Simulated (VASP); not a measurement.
Set up this calculation in VASP 6.6.1, as the native input.

- Task: relaxation of cell and atoms
- Functional: PBEsol
- Potentials or basis: VASP PAW PBE potentials, release 64 (Rh_pv)
- Cutoff: 500 eV
- k mesh: 8 × 8 × 8
- Occupations: gaussian, width 0.1 eV
- Spin: no spin polarisation
- Dipole correction: no
- Further INCAR settings: ALGO = Normal; EDIFF = 1e-07; IBRION = 2; EDIFFG = -0.04; NSW = 90; ISIF = 3

The structure of Rh lies in POSCAR:

```
Rh
1.0
   -2.3493979282      2.3493979282      1.2816399384
    2.3493979282     -2.3493979282      1.2816399384
    2.3493979282      2.3493979282     -1.2816399384
Rh
2
Direct
    0.0000000000      0.0000000000      0.0000000000
    0.7500000000      0.2500000000      0.5000000000
```

One way to write it, as run:

INCAR

```
SYSTEM = Rh
PREC     = Accurate       ! precision mode
ENCUT    = 500            ! plane-wave cutoff, eV
EDIFF    = 1E-7           ! SCF threshold, eV
ISMEAR   = 0              ! smearing method
SIGMA    = 0.1            ! smearing width, eV
LREAL    = .FALSE.        ! projectors in reciprocal space
LASPH    = .TRUE.         ! aspherical terms in the spheres
NELM     = 120            ! most SCF steps
ALGO     = Normal         ! electronic algorithm
ISIF     = 3              ! what is computed and relaxed
LWAVE    = .FALSE.        ! write WAVECAR
LCHARG   = .FALSE.        ! write CHGCAR
GGA      = PS             ! functional
IBRION   = 2              ! ionic algorithm
NSW      = 90             ! ionic steps
EDIFFG   = -0.04          ! ionic threshold
GGA_COMPAT= .FALSE.      
NELMIN   = 4
```

KPOINTS

```
regular mesh
0
G
  8 8 8
  0 0 0
```

Potentials or basis: VASP PAW PBE potentials, release 64 (Rh_pv).

Run with:

```bash
$ cat potpaw_PBE.64/Rh_pv/POTCAR > POTCAR
$ mpirun -np 1 vasp_std > vasp.out
```

It gave:

```yaml
Relaxed_volume: 14.97 Å³/atom
Relaxed_cell: a = 3.602 Å, b = 3.602 Å, c = 3.602 Å, α = 97.94°, β = 97.94°, γ = 136.36°
Space_group_after_relaxing_to_0.05_Å: I4_1/amd (No. 141)
Energy_gained_by_relaxing: 49.2 meV/atom
Ionic_steps: 6
Pressure_after_relaxing: 0.2 GPa
Band_gap_on_the_k_mesh: zero (band 15 reaches 11.49 eV, above the bottom of band 16 at 9.50 eV)
```

Caveat: the PAW data sets were made with another functional, which shifts forces and pressure a little.

Run time: 100 s on 1 thread of Intel Xeon 6975P-C, on a shared host, peak memory 0.18 GiB.
